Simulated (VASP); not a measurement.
Here is a VASP 6.6.1 calculation.

Contents of INCAR:

```
SYSTEM = Al
PREC     = Accurate       ! precision mode
ENCUT    = 520            ! plane-wave cutoff, eV
EDIFF    = 1E-6           ! SCF threshold, eV
ISMEAR   = 0              ! smearing method
SIGMA    = 0.15           ! smearing width, eV
LREAL    = .FALSE.        ! projectors in reciprocal space
LASPH    = .TRUE.         ! aspherical terms in the spheres
NELM     = 60             ! most SCF steps
ALGO     = Fast           ! electronic algorithm
ISIF     = 2              ! what is computed and relaxed
LWAVE    = .FALSE.        ! write WAVECAR
LCHARG   = .TRUE.         ! write CHGCAR
GGA      = PE             ! functional
IVDW     = 12             ! dispersion correction
LELF     = .TRUE.         ! ELF
LVHAR    = .TRUE.       
NBANDS   = 14             ! bands
```

File KPOINTS:

```
regular mesh
0
G
  18 18 4
  0 0 0
```

File POSCAR:

```
Al
1.0
    2.8144222650      0.0000000000      0.0000000000
   -1.4072111325      2.4373611785      0.0000000000
    0.0000000000      0.0000000000      9.2410470710
Al
4
Direct
    0.0000000000      0.0000000000      0.0000000000
    0.4194920864      0.8389841729      0.2197004032
    0.0000000000      0.0000000000      0.5000000000
    0.6666666667      0.3333333333      0.7500000000
```

Potentials or basis: VASP PAW PBE potentials, release 64 (Al).

The run is started by

```sh
$ cat potpaw_PBE.64/Al/POTCAR > POTCAR
$ mpirun -np 1 vasp_std > vasp.out
```

Question: Estimate the largest force.

Answer: 2.005 eV/Å.

Question: Estimate the pressure.

Answer: 2.6 GPa.

Question: What does it give for the band gap on the k mesh?

Answer: Zero (bands 6 and 7 overlap by 5.31 eV).

Stress tensor (GPa, compression positive):
```
 2.49  0.00  0.00
 0.00 -0.03 -1.42
 0.00 -1.42  5.21
```

Caveat: the cell differs from its parent crystal (atom 2 (Al) moved by +0.420 Å along [1 2 0] and -0.280 Å along [0 0 1]); the stress differs along the axes, from -0 to 5 GPa; forces of over 1 eV/Å act on the atoms, so gaps and moduli don't describe the material at rest.
